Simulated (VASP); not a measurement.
# Sr (I4/mmm) in VASP: further runs

The runs below take Sr through single point, with r2SCAN.

Program: VASP 6.6.1. These are calculated values, not measurements. Logs are shortened: lines on timing, memory, paths and dates and some standing lists are left out, and cuts for length are marked.

## Step 1: The cell of the first run

Symmetry: I4/mmm, No. 139, tetragonal system. The conventional cell has a = 4.850 Å, b = 4.850 Å, c = 5.486 Å, α = 90.00°, β = 90.00°, γ = 90.00°. Within 5.8 Å of Sr (site symmetry 4/mmm) lie 14 Sr at 4.39 to 5.49 Å.

## Step 2: Single point, r2SCAN (strain +0.1312 x Voigt [0, 1, 0, 0, 0, 0])

Contents of POSCAR:

```
Sr
1.0
   -2.4250000000      2.7431600000      2.4250000000
    2.4250000000     -2.7431600000      2.4250000000
    2.4250000000      2.7431600000     -2.4250000000
Sr
1
Direct
    0.0000000000      0.0000000000      0.0000000000
```

Contents of INCAR.step1:

```
SYSTEM = Sr
  PREC = Accurate
  ENCUT = 520
  ISMEAR = 0
  SIGMA = 0.15
  LREAL = .FALSE.
  LASPH = .TRUE.
  NELM = 60
  NBANDS = 11
  GGA = PE
  ALGO = Normal
  EDIFF = 1E-4
  LWAVE = .TRUE.
  LCHARG = .FALSE.
```

Contents of INCAR.step2:

```
SYSTEM = Sr
  PREC = Accurate
  ENCUT = 520
  EDIFF = 1E-6
  ISMEAR = 0
  SIGMA = 0.15
  LREAL = .FALSE.
  LASPH = .TRUE.
  NELM = 60
  ALGO = Normal
  ISIF = 2
  LWAVE = .FALSE.
  LCHARG = .FALSE.
  METAGGA = R2SCAN
  LMIXTAU = .TRUE.
  NBANDS = 11
  ISTART = 1
```

Contents of KPOINTS:

```
regular mesh
0
G
  14 14 14
  0 0 0
```

Potentials or basis: VASP PAW PBE potentials, release 64 (Sr_sv).

Run with:

```
$ cat potpaw_PBE.64/Sr_sv/POTCAR > POTCAR
$ cp INCAR.step1 INCAR
$ mpirun -np 1 vasp_std > vasp.out
$ cp INCAR.step2 INCAR
$ mpirun -np 1 vasp_std > vasp.out
```

OUTCAR:

```text
SYSTEM = Sr
   PREC = Accurate
   ENCUT = 520
   EDIFF = 1E-6
   ISMEAR = 0
   LREAL = .FALSE.
   LASPH = .TRUE.
   NELM = 60
   ISIF = 2
   METAGGA = R2SCAN
   ISTART = 1

 ion  position               nearest neighbor table
   1  0.000  0.000  0.000-

  LATTYP: Found a body centered tetragonal cell.
 ALAT       =     4.8500000000
 C/A-ratio  =     1.1312000000

  Lattice vectors:

 A1 = (  -2.4250000000,  -2.7431600000,   2.4250000000)
 A2 = (   2.4250000000,  -2.7431600000,  -2.4250000000)
 A3 = (   2.4250000000,   2.7431600000,   2.4250000000)

Analysis of symmetry for initial positions (statically):
=====================================================================
 Subroutine PRICEL returns:
 Original cell was already a primitive cell.

 Routine SETGRP: Setting up the symmetry group for a
 body centered tetragonal supercell.

 Subroutine GETGRP returns: Found 16 space group operations
 (whereof 16 operations were pure point group operations)
 out of a pool of 16 trial point group operations.

The static configuration has the point symmetry D_4h.

Analysis of symmetry for dynamics (positions and initial velocities):
=====================================================================
 Subroutine PRICEL returns:
 Original cell was already a primitive cell.

 Routine SETGRP: Setting up the symmetry group for a
 body centered tetragonal supercell.

 Subroutine GETGRP returns: Found 16 space group operations
 (whereof 16 operations were pure point group operations)
 out of a pool of 16 trial point group operations.

The dynamic configuration has the point symmetry D_4h.

 Subroutine INISYM returns: Found 16 space group operations
 (whereof 16 operations are pure point group operations),
 and found     1 'primitive' translations

----------------------------------------------------------------------------------------

                                     Primitive cell

  volume of cell :      64.5260

  direct lattice vectors                    reciprocal lattice vectors
    -2.425000000  2.743160000  2.425000000     0.000000000  0.182271541  0.206185567
     2.425000000 -2.743160000  2.425000000     0.206185567  0.000000000  0.206185567
     2.425000000  2.743160000 -2.425000000     0.206185567  0.182271541  0.000000000

  length of vectors
     4.391602986  4.391602986  4.391602986     0.275200659  0.291590425  0.275200659

  position of ions in fractional coordinates (direct lattice)
     0.000000000  0.000000000  0.000000000

  ion indices of the primitive-cell ions
   primitive index   ion index
                 1           1

----------------------------------------------------------------------------------------

 KPOINTS: regular mesh

Automatic generation of k-mesh.
 Grid dimensions read from file:
 generate k-points for:   14   14   14

 Generating k-lattice:

  Cartesian coordinates                     Fractional coordinates (reciprocal lattice)
     0.000000000  0.013019396  0.014727541     0.071428571  0.000000000  0.000000000
     0.014727541  0.000000000  0.014727541     0.000000000  0.071428571  0.000000000
     0.014727541  0.013019396  0.000000000     0.000000000  0.000000000  0.071428571

  Length of vectors
     0.019657190  0.020827888  0.019657190

  Shift w.r.t. Gamma in fractional coordinates (k-lattice)
     0.000000000  0.000000000  0.000000000

 Subroutine IBZKPT returns following result:
 ===========================================

 Found    244 irreducible k-points:

 Following reciprocal coordinates:
            Coordinates               Weight
  0.000000  0.000000  0.000000      1.000000
  0.071429  0.000000 -0.000000      8.000000
  0.142857  0.000000 -0.000000      8.000000
  0.214286  0.000000  0.000000      8.000000
  0.285714  0.000000 -0.000000      8.000000
  0.357143  0.000000 -0.000000      8.000000
[... 16 lines left out ...]
  0.071429  0.142857  0.000000     16.000000
  0.142857  0.142857  0.000000     16.000000
 [... further k-points ...]
   k-points           NKPTS =    244   k-points in BZ     NKDIM =    244   number of bands    NBANDS=     11
   number of dos      NEDOS =    301   number of ions     NIONS =      1
   total plane-waves  NPLWV =  46656
   dimension x,y,z NGX =    36 NGY =   36 NGZ =   36
   dimension x,y,z NGXF=    72 NGYF=   72 NGZF=   72
   ions per type =               1
   NGX,Y,Z   is equivalent  to a cutoff of  13.63, 13.63, 13.63 a.u.
   NGXF,Y,Z  is equivalent  to a cutoff of  27.26, 27.26, 27.26 a.u.
 SYSTEM =  Sr
   PREC   = accura    normal or accurate (medium, high low for compatibility)
   ISTART =      1    job   : 0-new  1-cont  2-samecut
   ICHARG =      0    charge: 1-file 2-atom 10-const
   ISPIN  =      1    spin polarized calculation?
   LNONCOLLINEAR =      F non collinear calculations
   LSORBIT =      F    spin-orbit coupling
   LASPH  =      T    aspherical Exc in radial PAW
   ENCUT  =  520.0 eV  38.22 Ry    6.18 a.u.   8.17  8.17  8.17*2*pi/ulx,y,z
   NELM   =     60;   NELMIN=  2; NELMDL=  0     # of ELM steps
   EDIFF  = 0.1E-05   stopping-criterion for ELM
   LREAL  =      F    real-space projection
   EDIFFG = 0.1E-04   stopping-criterion for IOM
   NSW    =      0    number of steps for IOM
   IBRION =     -1    ionic relax: 0-MD 1-quasi-New 2-CG
   NFREE  =      0    steps in history (QN), initial steepest desc. (CG)
   ISIF   =      2    stress and relaxation
   ISYM   =      2    0-nonsym 1-usesym 2-fastsym
   POTIM  = 0.5000    time-step for ionic-motion
   TEBEG  =    0.0;   TEEND  =   0.0 temperature during run
   PSTRESS=    0.0 pullay stress
   NELECT =      10.0000    total number of electrons
   NUPDOWN=      -1.0000    fix difference up-down
   EMIN   =  10.00;   EMAX   =-10.00  energy-range for DOS
   EFERMI =   0.00;   METHOD = LEGACY
   ISMEAR =     0;   SIGMA  =   0.15  broadening in eV -4-tet -1-fermi 0-gaus
   EFERMI_NEDOS =   21; number of points for ismear=-14 and -15
   IALGO  =     38    algorithm
   IMIX   =      4    mixing-type and parameters
     AMIX     =   0.40;   BMIX     =  1.00
     AMIX_MAG =   1.60;   BMIX_MAG =  1.00
  volume/ion in A,a.u.               =      64.53       435.44
  Fermi-wavevector in a.u.,A,eV,Ry     =   0.879353  1.661736 10.520866  0.773262
  Thomas-Fermi vector in A             =   1.999565
   LORBIT       =      0    0 simple, 1 ext, 2 COOP (PROOUT), +10 PAW based schemes
   METAGGA = R2SCAN    functional components
   LHFCALC =     F    Hartree Fock is set to
   AEXX    =    0.0000 exact exchange contribution
   IVDW    =     0    specifies the selected vdW correction
   LEPSILON=     F    determine dielectric tensor
   LRPA    =     F    only Hartree local field effects (RPA)
 non-spin polarized calculation
 Gauss-broadening in eV      SIGMA  =   0.15
  energy-cutoff  :      520.00
  volume of cell :       64.53
 maximum number of plane-waves:      1766
 NGX is ok and might be reduce to    36
   NGX = 17   NGY = 17   NGZ = 17

 number of electron      10.0000000 magnetization

 Free energy of the ion-electron system (eV)
  ---------------------------------------------------
  ext. energy  EPLUGINS =         0.00000000
  ---------------------------------------------------
  free energy    TOTEN  =       -15.06357210 eV

  energy without entropy =      -15.04733887  energy(sigma->0) =      -15.05545549

 E-fermi :   1.0861     XC(G=0):  -7.2991

 val. band max:        1.0852180051   @ k =  -0.3571  -0.3571   0.0714
 cond. band min:       1.0965580354   @ k =   0.5000   0.0714  -0.0000
 fundamental gap:      0.0113400303
 Fermi energy:         1.0861080946

 k-point     1 :       0.0000    0.0000    0.0000
  band No.  band energies     occupation
      1     -37.2768      2.00000
      2     -18.5522      2.00000
      3     -18.5522      2.00000
      4     -18.5466      2.00000
      5      -2.4944      2.00000
      6       3.4830      0.00000
      7       3.4830      0.00000
      8       4.0737      0.00000
      9       4.3741      0.00000
     10       5.1570      0.00000
     11       8.5373      0.00000

 k-point     2 :       0.0714    0.0000   -0.0000
  band No.  band energies     occupation
      1     -37.2764      2.00000
      2     -18.5566      2.00000
      3     -18.5539      2.00000
      4     -18.5482      2.00000
      5      -2.4175      2.00000
      6       3.4296      0.00000
      7       3.4954      0.00000
      8       4.0655      0.00000
      9       4.3148      0.00000
     10       5.1047      0.00000
     11       8.7195      0.00000

 k-point     3 :       0.1429    0.0000   -0.0000
  band No.  band energies     occupation
      1     -37.2754      2.00000
      2     -18.5723      2.00000
      3     -18.5585      2.00000
      4     -18.5490      2.00000
      5      -2.1910      2.00000
      6       3.2062      0.00000
      7       3.4594      0.00000
      8       4.1386      0.00000
      9       4.2530      0.00000
     10       5.0051      0.00000
     11       9.0281      0.00000

 k-point     4 :       0.2143    0.0000    0.0000
  band No.  band energies     occupation
      1     -37.2739      2.00000
      2     -18.5957      2.00000
      3     -18.5652      2.00000
      4     -18.5492      2.00000
      5      -1.8267      2.00000
      6       2.7980      0.00000
      7       3.3100      0.00000
      8       4.2908      0.00000
      9       4.4083      0.00000
     10       4.9436      0.00000
     11       8.4245      0.00000
[... 239 lines left out ...]
 k-point    22 :       0.0000    0.1429    0.0000
  band No.  band energies     occupation
      1     -37.2753      2.00000
      2     -18.5738      2.00000
      3     -18.5553      2.00000
      4     -18.5540      2.00000
      5      -2.1536      2.00000
      6       3.1312      0.00000
      7       3.6893      0.00000
      8       3.7636      0.00000
      9       4.4443      0.00000
     10       4.9493      0.00000
     11       9.2962      0.00000

 k-point    23 :       0.0714    0.1429    0.0000
  band No.  band energies     occupation
      1     -37.2743      2.00000
      2     -18.5878      2.00000
      3     -18.5592      2.00000
      4     -18.5563      2.00000
      5      -1.9151      2.00000
      6       2.9404      0.00000
      7       3.3794      0.00000
      8       4.0126      0.00000
      9       4.4324      0.00000
     10       4.9934      0.00000
     11       9.2891      0.00000

 k-point    24 :       0.1429    0.1429    0.0000
  band No.  band energies     occupation
      1     -37.2729      2.00000
      2     -18.6070      2.00000
      3     -18.5660      2.00000
      4     -18.5581      2.00000
      5      -1.5438      2.00000
      6       2.6391      0.00000
      7       3.0763      0.00000
      8       4.2593      0.00000
      9       4.4814      0.00000
     10       5.1308      0.00000
     11       8.5103      0.00000

 [... further k-points ...]

------------------------ aborting loop because EDIFF is reached ----------------------------------------

  FORCE on cell =-STRESS in cart. coord.  units (eV):
  Direction    XX          YY          ZZ          XY          YZ          ZX
  --------------------------------------------------------------------------------------
  -------------------------------------------------------------------------------------
  Total       -0.5301072     -0.4628842     -0.5301072      0.0000000      0.0000000      0.0000000
  in kB      -13.1625392    -11.4933935    -13.1625392      0.0000000      0.0000000      0.0000000
  external PRESSURE =     -12.6061573 kB  Pullay stress =       0.0000000 kB

 VOLUME and BASIS-vectors are now :
 -----------------------------------------------------------------------------
  energy-cutoff  :      520.00
  volume of cell :       64.53
      direct lattice vectors                 reciprocal lattice vectors
    -2.425000000  2.743160000  2.425000000     0.000000000  0.182271541  0.206185567
     2.425000000 -2.743160000  2.425000000     0.206185567  0.000000000  0.206185567
     2.425000000  2.743160000 -2.425000000     0.206185567  0.182271541  0.000000000

 POSITION                                       TOTAL-FORCE (eV/Angst)
 -----------------------------------------------------------------------------------
      0.00000      0.00000      0.00000         0.000000      0.000000      0.000000
 -----------------------------------------------------------------------------------
    total drift:                               -0.000000      0.000000      0.000000

  FREE ENERGIE OF THE ION-ELECTRON SYSTEM (eV)
  ---------------------------------------------------
  free  energy   TOTEN  =       -15.0635720994 eV

  energy  without entropy=      -15.0473388718  energy(sigma->0) =      -15.05545549
```

It took 14 min on 1 thread of Intel Xeon 8259CL, shared host; peak memory 0.34 GiB.

Results:

- Free energy: -15.0636 eV
- Pressure: -1.3 GPa
- Band gap on the k mesh: zero (bands 5 and 6 overlap by 0.34 eV)

Levels at points of the mesh, in eV from the Fermi level:
| k point | band 1 | band 2 | band 3 | band 4 | band 5 | band 6 | band 7 | band 8 | band 9 | band 10 |
| --- | --- | --- | --- | --- | --- | --- | --- | --- | --- | --- |
| (0.00, 0.00, 0.00) | -38.36 | -19.64 | -19.64 | -19.63 | -3.58 | 2.40 | 2.40 | 2.99 | 3.29 | 4.07 |
| (0.50, 0.00, 0.00) | -38.36 | -19.75 | -19.67 | -19.64 | -0.93 | -0.13 | 1.72 | 3.14 | 4.26 | 5.08 |
| (0.00, 0.50, 0.00) | -38.35 | -19.75 | -19.68 | -19.65 | -0.69 | 0.20 | 1.02 | 4.04 | 4.44 | 5.24 |
| (0.50, 0.50, 0.50) | -38.35 | -19.73 | -19.71 | -19.71 | -0.04 | 0.27 | 2.22 | 3.85 | 3.85 | 4.76 |

Caveat: the cell differs from its parent crystal (strain +0.1312 x Voigt [0, 1, 0, 0, 0, 0]); the PAW data sets were made with another functional, which shifts forces and pressure a little.

## Step 3: Single point, r2SCAN (strain +0.1500 x Voigt [0, 1, 0, 0, 0, 0])

Contents of POSCAR:

```
Sr
1.0
   -2.4250000000      2.7887500000      2.4250000000
    2.4250000000     -2.7887500000      2.4250000000
    2.4250000000      2.7887500000     -2.4250000000
Sr
1
Direct
    0.0000000000      0.0000000000      0.0000000000
```

Contents of INCAR.step1:

```
  ALGO = Normal
  EDIFF = 1E-4
  ENCUT = 520
  GGA = PE
  ISMEAR = 0
  LASPH = T
  LCHARG = F
  LREAL = F
  LWAVE = T
  NBANDS = 11
  NELM = 60
  PREC = Accurate
  SIGMA = 0.15
```

Contents of INCAR.step2:

```
  ALGO = Normal
  EDIFF = 1E-7
  ENCUT = 520
  ISIF = 2
  ISMEAR = 0
  ISTART = 1
  LASPH = T
  LCHARG = F
  LMIXTAU = T
  LREAL = F
  LWAVE = F
  METAGGA = R2SCAN
  NBANDS = 11
  NELM = 60
  PREC = Accurate
  SIGMA = 0.15
```

Contents of KPOINTS:

```
k-points
0
Gamma
  14 14 14
```

Potentials or basis: VASP PAW PBE potentials, release 64 (Sr_sv).

Run with:

```
$ cat potpaw_PBE.64/Sr_sv/POTCAR > POTCAR
$ cp INCAR.step1 INCAR
$ mpirun -np 1 vasp_std > vasp.out
$ cp INCAR.step2 INCAR
$ mpirun -np 1 vasp_std > vasp.out
```

Run time: 16 min. Hardware: 1 thread of Intel Xeon 8259CL, shared host; peak memory 0.34 GiB.

The run converged. Its results:

```
Free energy            : -15.0556 eV
Pressure               : -1.4 GPa
Band gap on the k mesh : zero (bands 5 and 6 overlap by 0.36 eV)
```

Stress tensor (GPa, compression positive):
```
-1.44  0.00  0.00
 0.00 -1.26  0.00
 0.00  0.00 -1.44
```

Levels at points of the mesh, in eV from the Fermi level:
| k point | band 2 | band 3 | band 4 | band 5 | band 6 | band 7 | band 8 | band 9 |
| --- | --- | --- | --- | --- | --- | --- | --- | --- |
| (0.00, 0.00, 0.00) | -19.67 | -19.67 | -19.67 | -3.55 | 2.37 | 2.37 | 3.03 | 3.20 |
| (0.50, 0.00, 0.00) | -19.78 | -19.70 | -19.67 | -0.93 | -0.14 | 1.76 | 3.05 | 4.24 |
| (0.00, 0.50, 0.00) | -19.78 | -19.71 | -19.68 | -0.65 | 0.22 | 0.98 | 4.06 | 4.43 |
| (0.50, 0.50, 0.50) | -19.76 | -19.74 | -19.74 | -0.04 | 0.31 | 2.06 | 3.87 | 3.87 |

Caveat: the cell differs from its parent crystal (strain +0.1500 x Voigt [0, 1, 0, 0, 0, 0]); the PAW data sets were made with another functional, which shifts forces and pressure a little.
